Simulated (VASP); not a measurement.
# HfO2 (Fm-3m) in VASP: settings compared, part 2 of 2

VASP 6.6.1. Earlier steps stand in the parts before.

### 6 Single point, r2SCAN

This run uses another cell than the first one, of 10.71 Å³/atom, 0.960 times its volume.

The input, POSCAR:

```
HfO2
1.0
    0.0000000000      2.5229349520      2.5229349520
    2.5229349520      0.0000000000      2.5229349520
    2.5229349520      2.5229349520      0.0000000000
Hf O
1 2
Direct
    0.0000000000      0.0000000000      0.0000000000
    0.7500000000      0.7500000000      0.7500000000
    0.2500000000      0.2500000000      0.2500000000
```

The input, INCAR.step1:

```
PREC = Accurate
ENCUT = 520
ISMEAR = -1
SIGMA = 0.05
LREAL = False
LASPH = True
NELM = 60
NBANDS = 18
GGA = PE
ALGO = Normal
EDIFF = 1E-4
LWAVE = True
LCHARG = False
```

The input, INCAR.step2:

```
PREC = Accurate
ENCUT = 520
EDIFF = 1E-6
ISMEAR = -1
SIGMA = 0.05
LREAL = False
LASPH = True
NELM = 60
ALGO = Normal
ISIF = 2
LWAVE = False
LCHARG = True
METAGGA = R2SCAN
LMIXTAU = True
LELF = True
LVHAR = True
NBANDS = 18
ISTART = 1
```

The input, KPOINTS:

```
regular mesh
0
Gamma
  9 9 9
```

Potentials or basis: VASP PAW PBE potentials, release 64 (Hf_pv, O).

Command:

```bash
$ cat potpaw_PBE.64/Hf_pv/POTCAR potpaw_PBE.64/O/POTCAR > POTCAR
$ cp INCAR.step1 INCAR
$ mpirun -np 1 vasp_std > vasp.out
$ cp INCAR.step2 INCAR
$ mpirun -np 1 vasp_std > vasp.out
```

OUTCAR:

```text
PREC = Accurate
   ENCUT = 520
   EDIFF = 1E-6
   ISMEAR = -1
   LREAL = False
   LASPH = True
   NELM = 60
   ISIF = 2
   METAGGA = R2SCAN
   ISTART = 1

 ion  position               nearest neighbor table
   1  0.000  0.000  0.000-   2 2.18   2 2.18   2 2.18   2 2.18   3 2.18   3 2.18   3 2.18   3 2.18

   2  0.750  0.750  0.750-   1 2.18   1 2.18   1 2.18   1 2.18
   3  0.250  0.250  0.250-   1 2.18   1 2.18   1 2.18   1 2.18

  LATTYP: Found a face centered cubic cell.
 ALAT       =     5.0458699040

  Lattice vectors:

 A1 = (   0.0000000000,   2.5229349520,   2.5229349520)
 A2 = (   2.5229349520,   0.0000000000,   2.5229349520)
 A3 = (   2.5229349520,   2.5229349520,   0.0000000000)

Analysis of symmetry for initial positions (statically):
=====================================================================
 Subroutine PRICEL returns:
 Original cell was already a primitive cell.

 Routine SETGRP: Setting up the symmetry group for a
 face centered cubic supercell.

 Subroutine GETGRP returns: Found 48 space group operations
[... 9 lines left out ...]

 Routine SETGRP: Setting up the symmetry group for a
 face centered cubic supercell.

 Subroutine GETGRP returns: Found 48 space group operations
[... 11 lines left out ...]
                                     Primitive cell

  volume of cell :      32.1180

  direct lattice vectors                    reciprocal lattice vectors
     0.000000000  2.522934952  2.522934952    -0.198181883  0.198181883  0.198181883
     2.522934952  0.000000000  2.522934952     0.198181883 -0.198181883  0.198181883
     2.522934952  2.522934952  0.000000000     0.198181883  0.198181883 -0.198181883

  length of vectors
     3.567968826  3.567968826  3.567968826     0.343261091  0.343261091  0.343261091

  position of ions in fractional coordinates (direct lattice)
     0.000000000  0.000000000  0.000000000
     0.750000000  0.750000000  0.750000000
     0.250000000  0.250000000  0.250000000

  ion indices of the primitive-cell ions
   primitive index   ion index
                 1           1
                 2           2
                 3           3

----------------------------------------------------------------------------------------

 KPOINTS: regular mesh

Automatic generation of k-mesh.
 Grid dimensions read from file:
 generate k-points for:    9    9    9

 Generating k-lattice:

  Cartesian coordinates                     Fractional coordinates (reciprocal lattice)
    -0.022020209  0.022020209  0.022020209     0.111111111  0.000000000  0.000000000
     0.022020209 -0.022020209  0.022020209     0.000000000  0.111111111  0.000000000
     0.022020209  0.022020209 -0.022020209     0.000000000  0.000000000  0.111111111

  Length of vectors
     0.038140121  0.038140121  0.038140121

  Shift w.r.t. Gamma in fractional coordinates (k-lattice)
     0.000000000  0.000000000  0.000000000

 Subroutine IBZKPT returns following result:
 ===========================================

 Found     35 irreducible k-points:

 Following reciprocal coordinates:
            Coordinates               Weight
  0.000000  0.000000  0.000000      1.000000
  0.111111  0.000000  0.000000      8.000000
  0.222222  0.000000  0.000000      8.000000
  0.333333  0.000000  0.000000      8.000000
  0.444444  0.000000  0.000000      8.000000
  0.111111  0.111111  0.000000      6.000000
[... 16 lines left out ...]
 -0.333333  0.333333  0.000000     12.000000
  0.444444  0.444444  0.000000      6.000000
 [... further k-points ...]
   k-points           NKPTS =     35   k-points in BZ     NKDIM =     35   number of bands    NBANDS=     18
   number of dos      NEDOS =    301   number of ions     NIONS =      3
   total plane-waves  NPLWV =  21952
   dimension x,y,z NGX =    28 NGY =   28 NGZ =   28
   dimension x,y,z NGXF=    56 NGYF=   56 NGZF=   56
   ions per type =               1   2
   NGX,Y,Z   is equivalent  to a cutoff of  13.05, 13.05, 13.05 a.u.
   NGXF,Y,Z  is equivalent  to a cutoff of  26.09, 26.09, 26.09 a.u.
 SYSTEM =  unknown system
   PREC   = accura    normal or accurate (medium, high low for compatibility)
   ISTART =      1    job   : 0-new  1-cont  2-samecut
   ICHARG =      0    charge: 1-file 2-atom 10-const
   ISPIN  =      1    spin polarized calculation?
   LNONCOLLINEAR =      F non collinear calculations
   LSORBIT =      F    spin-orbit coupling
   LASPH  =      T    aspherical Exc in radial PAW
   ENCUT  =  520.0 eV  38.22 Ry    6.18 a.u.   6.63  6.63  6.63*2*pi/ulx,y,z
   NELM   =     60;   NELMIN=  2; NELMDL=  0     # of ELM steps
   EDIFF  = 0.1E-05   stopping-criterion for ELM
   LREAL  =      F    real-space projection
   EDIFFG = 0.1E-04   stopping-criterion for IOM
   NSW    =      0    number of steps for IOM
   IBRION =     -1    ionic relax: 0-MD 1-quasi-New 2-CG
   NFREE  =      0    steps in history (QN), initial steepest desc. (CG)
   ISIF   =      2    stress and relaxation
   ISYM   =      2    0-nonsym 1-usesym 2-fastsym
   POTIM  = 0.5000    time-step for ionic-motion
   TEBEG  =    0.0;   TEEND  =   0.0 temperature during run
   PSTRESS=    0.0 pullay stress
   NELECT =      22.0000    total number of electrons
   NUPDOWN=      -1.0000    fix difference up-down
   EMIN   =  10.00;   EMAX   =-10.00  energy-range for DOS
   EFERMI =   0.00;   METHOD = LEGACY
   ISMEAR =    -1;   SIGMA  =   0.05  broadening in eV -4-tet -1-fermi 0-gaus
   EFERMI_NEDOS =   21; number of points for ismear=-14 and -15
   IALGO  =     38    algorithm
   IMIX   =      4    mixing-type and parameters
     AMIX     =   0.40;   BMIX     =  1.00
     AMIX_MAG =   1.60;   BMIX_MAG =  1.00
  volume/ion in A,a.u.               =      10.71        72.25
  Fermi-wavevector in a.u.,A,eV,Ry     =   1.443111  2.727084 28.335068  2.082569
  Thomas-Fermi vector in A             =   2.561555
   LORBIT       =      0    0 simple, 1 ext, 2 COOP (PROOUT), +10 PAW based schemes
   METAGGA = R2SCAN    functional components
   LHFCALC =     F    Hartree Fock is set to
   AEXX    =    0.0000 exact exchange contribution
   IVDW    =     0    specifies the selected vdW correction
   LEPSILON=     F    determine dielectric tensor
   LRPA    =     F    only Hartree local field effects (RPA)
 non-spin polarized calculation
  energy-cutoff  :      520.00
  volume of cell :       32.12
 maximum number of plane-waves:       893
   NGX = 13   NGY = 13   NGZ = 13

 number of electron      21.9999993 magnetization

 Free energy of the ion-electron system (eV)
  ---------------------------------------------------
  ext. energy  EPLUGINS =         0.00000000
  ---------------------------------------------------
  free energy    TOTEN  =       -68.55144844 eV

  energy without entropy =      -68.55144844  energy(sigma->0) =      -68.55144844

 E-fermi :   5.0049     XC(G=0): -12.6616

 val. band max:        3.9777546130   @ k =  -0.4444   0.4444   0.0000
 cond. band min:       8.4309880107   @ k =   0.4444   0.4444   0.0000
 fundamental gap:      4.4532333976
 Fermi energy:         5.0049013858

 k-point     1 :       0.0000    0.0000    0.0000
  band No.  band energies     occupation
      1     -26.5558      2.00000
      2     -26.5558      2.00000
      3     -26.5558      2.00000
      4     -15.7866      2.00000
      5     -12.7130      2.00000
      6      -1.4984      2.00000
[... 10 lines left out ...]
     17      15.2172      0.00000
     18      16.7932      0.00000

 k-point     2 :       0.1111    0.0000    0.0000
  band No.  band energies     occupation
      1     -26.6153      2.00000
      2     -26.5620      2.00000
      3     -26.5620      2.00000
      4     -15.6139      2.00000
      5     -12.8519      2.00000
      6      -1.3742      2.00000
[... 10 lines left out ...]
     17      14.9858      0.00000
     18      16.7922      0.00000

 k-point     3 :       0.2222    0.0000    0.0000
  band No.  band energies     occupation
      1     -26.7607      2.00000
      2     -26.5776      2.00000
      3     -26.5776      2.00000
      4     -15.1853      2.00000
      5     -13.1572      2.00000
      6      -1.0518      2.00000
[... 412 lines left out ...]
 k-point    23 :      -0.3333    0.3333    0.0000
  band No.  band energies     occupation
      1     -26.8935      2.00000
      2     -26.8580      2.00000
      3     -26.6438      2.00000
      4     -13.9897      2.00000
      5     -13.6954      2.00000
      6      -1.5257      2.00000
[... 10 lines left out ...]
     17      16.7044      0.00000
     18      16.7861      0.00000

 k-point    24 :       0.4444    0.4444    0.0000
  band No.  band energies     occupation
      1     -27.0484      2.00000
      2     -26.6810      2.00000
      3     -26.6810      2.00000
      4     -13.9999      2.00000
      5     -13.6485      2.00000
      6      -2.4494      2.00000
[... 10 lines left out ...]
     17      16.7790      0.00000
     18      16.9871      0.00000

 [... further k-points ...]
[... 5 lines left out ...]
  --------------------------------------------------------------------------------------
  -------------------------------------------------------------------------------------
  Total       -0.4006642     -0.4006642     -0.4006642      0.0000000      0.0000000      0.0000000
  in kB      -19.9867886    -19.9867886    -19.9867886      0.0000000      0.0000000      0.0000000
  external PRESSURE =     -19.9867886 kB  Pullay stress =       0.0000000 kB

 VOLUME and BASIS-vectors are now :
 -----------------------------------------------------------------------------
  energy-cutoff  :      520.00
  volume of cell :       32.12
      direct lattice vectors                 reciprocal lattice vectors
     0.000000000  2.522934952  2.522934952    -0.198181883  0.198181883  0.198181883
     2.522934952  0.000000000  2.522934952     0.198181883 -0.198181883  0.198181883
     2.522934952  2.522934952  0.000000000     0.198181883  0.198181883 -0.198181883

 POSITION                                       TOTAL-FORCE (eV/Angst)
 -----------------------------------------------------------------------------------
      0.00000      0.00000      0.00000        -0.000000     -0.000000     -0.000000
      3.78440      3.78440      3.78440         0.000000      0.000000      0.000000
      1.26147      1.26147      1.26147         0.000000     -0.000000     -0.000000
 -----------------------------------------------------------------------------------
    total drift:                                0.000000      0.000000      0.000000

  FREE ENERGIE OF THE ION-ELECTRON SYSTEM (eV)
  ---------------------------------------------------
  free  energy   TOTEN  =       -68.5514484371 eV

  energy  without entropy=      -68.5514484370  energy(sigma->0) =      -68.55144844
```

It took 1.7 min on 1 thread of AMD EPYC 7R13 (Zen 3), shared host; peak memory 0.14 GiB.

What came out:

| Item | Value |
| --- | --- |
| Free energy | -68.5514 eV |
| Pressure | -2.0 GPa |
| Band gap on the k mesh | 4.45 eV, indirect (least direct gap 4.56 eV) |

Caveat: the PAW data sets were made with another functional, which shifts forces and pressure a little; spin-orbit coupling is left out, which moves the levels of the heavy elements.

### 7 Summary

| task | level | spin | cell | k mesh | cutoff (eV) | gap on the mesh (eV) | pressure (GPa) | relaxed volume (Å³/atom) |
| --- | --- | --- | --- | --- | --- | --- | --- | --- |
| relaxation of cell and atoms | revPBE | off | relaxed from a = 3.617 Å, angles 60.0°, 3 atoms | 9 × 9 × 9 | 600 | 3.95 | 0.0 | 11.03 |
| relaxation of cell and atoms | BLYP | off | relaxed from a = 3.617 Å, angles 60.0°, 3 atoms | 9 × 9 × 9 | 600 | 3.87 | -0.1 | 11.20 |
| single point | r2SCAN | non-collinear, zero start, SOC | a = 3.617 Å, angles 60.0°, 3 atoms | 7 × 7 × 7 | 520 | - | -11.9 | - |
| single point | PBE | off | a = 3.641 Å, angles 60.0°, 3 atoms | 9 × 9 × 9 | 520 | 3.78 | -10.3 | - |
| single point | r2SCAN | off | a = 3.568 Å, angles 60.0°, 3 atoms | 9 × 9 × 9 | 520 | 4.45 | -2.0 | - |

Alike in all rows: potentials or basis VASP PAW PBE potentials, release 64 (Hf_pv, O); smearing fermi-dirac 0.05 eV.

Caveats: the PAW data sets were made with another functional, which shifts forces and pressure a little (some runs); spin-orbit coupling is left out, which moves the levels of the heavy elements (some runs).

Total energies depend on the potentials used, so only differences within one code and one set of settings carry meaning.
